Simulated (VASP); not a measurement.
A run of VASP 6.6.1:

INCAR

```
ALGO = Normal
EDIFF = 1E-6
ENCUT = 500
GGA = PS
GGA_COMPAT = False
ISIF = 2
ISMEAR = 0
IVDW = 13
LASPH = True
LCHARG = False
LREAL = False
LWAVE = False
NBANDS = 8
NELM = 120
PREC = Accurate
SIGMA = 0.1
```

File KPOINTS:

```
k-points
0
Gamma
  24 24 24
```

Contents of POSCAR:

```
P
1.0
   -1.2403561332      1.2403561332      1.2403561332
    1.2403561332     -1.2403561332      1.2403561332
    1.2403561332      1.2403561332     -1.2403561332
P
1
Direct
    0.0000000000      0.0000000000      0.0000000000
```

Potentials or basis: VASP PAW PBE potentials, release 64 (P).

Launch:

```sh
$ cat potpaw_PBE.64/P/POTCAR > POTCAR
$ mpirun -np 1 vasp_std > vasp.out
```

Hardware: 1 thread of Intel(R) Xeon(R) 6975P-C (Granite Rapids), on a shared host.

Task: Estimate the wall time of this run.

Result: Run time: 4.9 s on 1 thread of Intel(R) Xeon(R) 6975P-C (Granite Rapids) (shared host), peak memory 0.13 GiB. Counts: scf iterations 9, k points 413.
